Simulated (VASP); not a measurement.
A run of VASP 6.6.1:

File INCAR:

```
PREC     = Accurate       # precision mode
ENCUT    = 520            # plane-wave cutoff, eV
EDIFF    = 1E-7           # SCF threshold, eV
ISMEAR   = 0              # smearing method
SIGMA    = 0.01           # smearing width, eV
LREAL    = F              # projectors in reciprocal space
LASPH    = T              # aspherical terms in the spheres
NELM     = 60             # most SCF steps
ALGO     = Normal         # electronic algorithm
ISIF     = 2              # what is computed and relaxed
LWAVE    = F              # write WAVECAR
LCHARG   = F              # write CHGCAR
GGA      = CA             # functional
NBANDS   = 28             # bands
```

KPOINTS

```
regular mesh
0
Gamma
  6 6 2
```

The input POSCAR:

```
SnSe
1.0
    4.1898915035      0.0000000000      0.0000000000
    0.0000000000      4.1898915035      0.0000000000
    0.0000000000      0.0000000000     10.9796547275
Sn Se
2 2
Direct
    0.5000000000      0.0000000000      0.3781626120
    0.0000000000      0.5000000000      0.6218373880
    0.5000000000      0.0000000000      0.6217778227
    0.0000000000      0.5000000000      0.3782221773
```

Potentials or basis: VASP PAW LDA potentials, release 64 (Sn_d, Se).

Run with:

```bash
$ cat potpaw_LDA.64/Sn_d/POTCAR potpaw_LDA.64/Se/POTCAR > POTCAR
$ mpirun -np 1 vasp_std > vasp.out
```

Hardware: 1 thread of Intel(R) Xeon(R) Platinum 8488C (Sapphire Rapids), on a shared host.

Q: Estimate the wall time of this run.

A: It took 70 s on 1 thread of Intel(R) Xeon(R) Platinum 8488C (Sapphire Rapids), on a shared host, peak memory 0.28 GiB. Counts: scf iterations 18, k points 20.
